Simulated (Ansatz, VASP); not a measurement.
**Two plane-wave programs on LiCl**

File POSCAR:

```
LiCl
1.0
    4.1914229086      0.0000000000      0.0000000000
   -2.0957114543      3.6298787168      0.0000000000
    0.0000000000      0.0000000000      5.2325458168
Li Cl
2 2
Direct
    0.3333333333      0.6666666667      0.2500000000
    0.6666666667      0.3333333333      0.7500000000
    0.6666666667      0.3333333333      0.2500000000
    0.3333333333      0.6666666667      0.7500000000
```

Contents of INCAR.step1:

```
ALGO     = Normal         # electronic algorithm
EDIFF    = 1E-5           # SCF threshold, eV
ENCUT    = 520            # plane-wave cutoff, eV
GGA      = PE             # functional
ISIF     = 2              # what is computed and relaxed
ISMEAR   = 0              # smearing method
LASPH    = T              # aspherical terms in the spheres
LCHARG   = F              # write CHGCAR
LREAL    = F              # projectors in reciprocal space
LWAVE    = T              # write WAVECAR
NBANDS   = 18             # bands
NELM     = 100            # most SCF steps
PREC     = Accurate       # precision mode
SIGMA    = 0.01           # smearing width, eV
```

INCAR.step2

```
ALGO     = Normal         # electronic algorithm
EDIFF    = 1E-6           # SCF threshold, eV
ENCUT    = 520            # plane-wave cutoff, eV
GGA      = PE             # functional
HFSCREEN = 0.2079         # screening, 1/A
ISIF     = 2              # what is computed and relaxed
ISMEAR   = 0              # smearing method
ISTART   = 1            
LASPH    = T              # aspherical terms in the spheres
LCHARG   = F              # write CHGCAR
LHFCALC  = T              # exact exchange
LREAL    = F              # projectors in reciprocal space
LWAVE    = F              # write WAVECAR
NBANDS   = 18             # bands
NELM     = 100            # most SCF steps
PREC     = Accurate       # precision mode
PRECFOCK = Normal       
SIGMA    = 0.01           # smearing width, eV
```

Contents of KPOINTS:

```
k-points
0
Gamma
  6 6 4
```

Input for Ansatz:

```yaml
crystal:
  lattice:
    - [4.1914229086, 0.0, 0.0]
    - [-2.0957114543, 3.6298787168, 0.0]
    - [0.0, 0.0, 5.2325458168]
  atoms:
    - { symbol: Li, position: [0.3333333333, 0.6666666667, 0.25] }
    - { symbol: Li, position: [0.6666666667, 0.3333333333, 0.75] }
    - { symbol: Cl, position: [0.6666666667, 0.3333333333, 0.25] }
    - { symbol: Cl, position: [0.3333333333, 0.6666666667, 0.75] }
kpoints:
  mp_grid: { grid: [6, 6, 4] }
  band_path:
    path:
      - [0.0, 0.0, 0.0]
      - [0.5, 0.0, 0.0]
      - [0.3333333333, 0.3333333333, 0.0]
      - [0.0, 0.0, 0.5]
      - [0.5, 0.0, 0.5]
      - [0.3333333333, 0.3333333333, 0.5]
    npoints: 1
hamiltonian:
  xc: hse06
scf:
  occupations: { method: fixed }
  n_extra_bands: 5
output:
  forces: true
  stress: true
  eigenvalues: true
```

Change from the starting cell: biaxial_xy strain +0.7%.

Alike in both runs: task single point; functional HSE06; k mesh 6 × 6 × 4; no spin polarisation.

|  | VASP | Ansatz |
| --- | --- | --- |
| version | VASP 6.6.1 | Ansatz 0.2.0 |
| potentials or method | VASP PAW PBE potentials, release 64 (Li_sv, Cl) | plane waves, PAW |
| plane-wave cutoff (eV) | 520 | 420 |
| occupations | gaussian, width 0.01 eV | fixed |
| valence electrons in the cell | 20 | 20 |

|  | VASP | Ansatz | Ansatz less VASP |
| --- | --- | --- | --- |
| gap on the k mesh at the Fermi level (eV) | 6.91 | 6.91 | -0.001 |

Ansatz's warnings: stress exchange threshold loose, stress scf threshold loose.

Noted on VASP's run: the cutoff is under 1.25 times that of the potentials, so the pressure is a little rough.
